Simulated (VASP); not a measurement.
Input of a VASP 6.6.1 run:

INCAR

```
ALGO = Normal
EDIFF = 1E-6
EDIFFG = -0.01
ENCUT = 600
GGA = PS
IBRION = 2
ISIF = 3
ISMEAR = -1
LASPH = T
LCHARG = F
LREAL = F
LWAVE = F
NELM = 60
NSW = 80
PREC = Accurate
SIGMA = 0.1
```

KPOINTS

```
k-points
0
Gamma
  9 9 12
```

Contents of POSCAR:

```
Os
1.0
    4.2920416892      0.0000000000      0.0000000000
   -2.1460208446      3.7170171370      0.0000000000
    0.0000000000      0.0000000000      2.6310215555
Os
3
Direct
    0.0000000000      0.0000000000      0.0000000000
    0.3333333333      0.6666666667      0.5000000000
    0.6666666667      0.3333333333      0.5000000000
```

Potentials or basis: VASP PAW PBE potentials, release 64 (Os).

The run is started by

```bash
$ cat potpaw_PBE.64/Os/POTCAR > POTCAR
$ mpirun -np 1 vasp_std > vasp.out
```

Q: Predict the relaxed volume.

A: 14.29 Å³/atom.

Q: Estimate the band gap on the k mesh.

A: Zero (bands 12 and 13 overlap by 2.92 eV).

Final structure:
```
CELL_PARAMETERS angstrom
4.28612 0.00000 0.00000
-2.14306 3.71189 0.00000
0.00000 0.00000 2.69500
ATOMIC_POSITIONS crystal
Os 0.00000 0.00000 0.00000
Os 0.33333 0.66667 0.50000
Os 0.66667 0.33333 0.50000
```

Caveat: the PAW data sets were made with another functional, which shifts forces and pressure a little; spin-orbit coupling is left out, which moves the levels of the heavy elements.
